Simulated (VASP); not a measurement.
Crystal: Ir.

```
Ir
1.0
     2.48152    0.00000    0.00000
     0.00000    2.48152    0.00000
     0.00000    0.00000    2.48152
Ir
1
Direct
  0.00000 0.00000 0.00000
```

* Program: VASP 6.6.1
* Task: relaxation of cell and atoms
* Functional: PBE
* Potentials or basis: VASP PAW PBE potentials, release 64 (Ir)
* Cutoff: 600 eV
* k mesh: 13 × 13 × 13
* Occupations: fermi-dirac, width 0.1 eV
* Spin: no spin polarisation

At the start: pressure 34.8 GPa; volume 15.28 Å³/atom.

Question: Where does the relaxation end?

Answer: Over 5 steps the energy falls by 171.4 meV/atom and the volume is 17.03 Å³/atom (+11.5 %); space group Pm-3m (No. 221, to 0.05 Å).

The path:
```tsv
step	energy change (eV)	largest force (eV/Å)	pressure (GPa)	volume (Å³)
1	0.0000	0.0000	34.79	15.28
2	0.8693	0.0000	-34.13	23.86
3	-0.1681	0.0000	-3.78	17.31
4	-0.1714	0.0000	-0.68	17.08
5	-0.1714	0.0000	0.04	17.03
```

Final structure:
```yaml
crystal:
  lattice:
    - [2.57302, 0.00000, 0.00000]
    - [0.00000, 2.57302, 0.00000]
    - [0.00000, 0.00000, 2.57302]
  atoms:
    - { symbol: Ir, position: [0.00000, 0.00000, 0.00000] }
```
